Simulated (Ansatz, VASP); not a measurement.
**MoS2 in VASP and in Ansatz**

File INCAR:

```
PREC = Accurate
ENCUT = 520
EDIFF = 1E-7
ISMEAR = -1
SIGMA = 0.05
LREAL = F
LASPH = T
NELM = 80
ALGO = Normal
ISIF = 2
LWAVE = F
LCHARG = F
GGA = PS
NBANDS = 20
```

Contents of KPOINTS:

```
Automatic mesh
0
Gamma
  9 9 4
```

POSCAR

```
MoS2
1.0
    3.2602315394      0.0000000000      0.0000000000
   -1.6301157697      2.8234433352      0.0000000000
    0.0000000000      0.0000000000      6.1862239516
Mo S
1 2
Direct
    0.0000000000      0.0000000000      0.5000000000
    0.6666666667      0.3333333333      0.7446806800
    0.3333333333      0.6666666667      0.2553193200
```

Contents of input.yaml:

```yaml
crystal:
  lattice:
    - [3.2602315394, 0.0, 0.0]
    - [-1.6301157697, 2.8234433352, 0.0]
    - [0.0, 0.0, 6.1862239516]
  atoms:
    - { symbol: Mo, position: [0.0, 0.0, 0.5] }
    - { symbol: S, position: [0.6666666667, 0.3333333333, 0.74468068] }
    - { symbol: S, position: [0.3333333333, 0.6666666667, 0.25531932] }
kpoints:
  mp_grid: { grid: [9, 9, 4] }
  band_path:
    path:
      - [0.0, 0.0, 0.0]
      - [0.5, 0.0, 0.0]
      - [0.3333333333, 0.3333333333, 0.0]
      - [0.0, 0.0, 0.0]
      - [0.0, 0.0, 0.5]
      - [0.5, 0.0, 0.5]
      - [0.3333333333, 0.3333333333, 0.5]
      - [0.0, 0.0, 0.5]
    npoints: 10
scf:
  occupations: { method: fermi_dirac, width: 0.05 }
hamiltonian:
  xc: pbesol
  pseudopotentials: { kind: all_electron, lapw: { basis_error: 0.002 } }
output:
  forces: true
  stress: true
  eigenvalues: true
```

Change from the starting cell: strain_z_fixed_volume = -0.02.

Alike in both runs: functional PBEsol; k mesh 9 × 9 × 4; occupations fermi-dirac, width 0.05 eV; no spin polarisation.

|  | VASP | Ansatz |
| --- | --- | --- |
| version | VASP 6.6.1 | Ansatz 0.2.0 |
| potentials or method | VASP PAW PBE potentials, release 64 (Mo_sv, S), cutoff 520 eV | all-electron LAPW, scalar-relativistic |
| task | single point | band structure |

|  | VASP | Ansatz | Ansatz less VASP |
| --- | --- | --- | --- |
| gap on the k mesh at the Fermi level (eV) | none | none | - |
| pressure (GPa) | -3.2 | -3.2 | +0.01 |
| traceless stress, the component that is largest in VASP (GPa) | 3.90 | 3.87 | -0.035 |
| rms of the force components (eV/Å) | 0.112 | 0.109 | -0.0033 |

VASP's potentials were made for PBE, not for PBEsol. Atom by atom the forces differ by 0.003 eV/Å (rms over components). A gap of «none» marks a metal or a gap that the smearing closes. Ansatz ran all-electron here, and VASP with PAW potentials.
